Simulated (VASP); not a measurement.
A run of VASP 6.6.1:

File INCAR:

```
PREC = Accurate ; ENCUT = 600
EDIFF = 1E-6 ; ISMEAR = 0
SIGMA = 0.1 ; LREAL = False
LASPH = True ; NELM = 60
ALGO = Fast ; ISIF = 3
LWAVE = False ; LCHARG = False
GGA = PE ; IBRION = 2
NSW = 100 ; EDIFFG = -0.01
```

Contents of KPOINTS:

```
regular mesh
0
Gamma
  8 8 8
```

POSCAR

```
Li5Sc
1.0
    4.9596209672      0.0000000000      0.0000000000
    0.0000000000      4.6629693430      2.6346881419
    0.0000000000     -4.6629693430      2.6346881419
Li Sc
5 1
Direct
    0.0000000000      0.3365030812      0.6719633124
    0.0000000000      0.6719633124      0.3365030812
    0.5000000000      0.6333925006      0.6333925006
    0.5000000000      0.3594281978      0.9952262955
    0.5000000000      0.9952262955      0.3594281978
    0.0000000000      0.0032532419      0.0032532419
```

Potentials or basis: VASP PAW PBE potentials, release 64 (Li_sv, Sc_sv).

Command:

```console
$ cat potpaw_PBE.64/Li_sv/POTCAR potpaw_PBE.64/Sc_sv/POTCAR > POTCAR
$ mpirun -np 1 vasp_std > vasp.out
```

Hardware: 1 thread of Intel(R) Xeon(R) Platinum 8488C (Sapphire Rapids), on a shared host.

Task: Estimate the wall time of this run.

Result: Run time: 44 min on 1 thread of Intel(R) Xeon(R) Platinum 8488C (Sapphire Rapids) (shared host), peak memory 0.49 GiB. Counts: scf iterations 174, k points 105, ion steps 10.
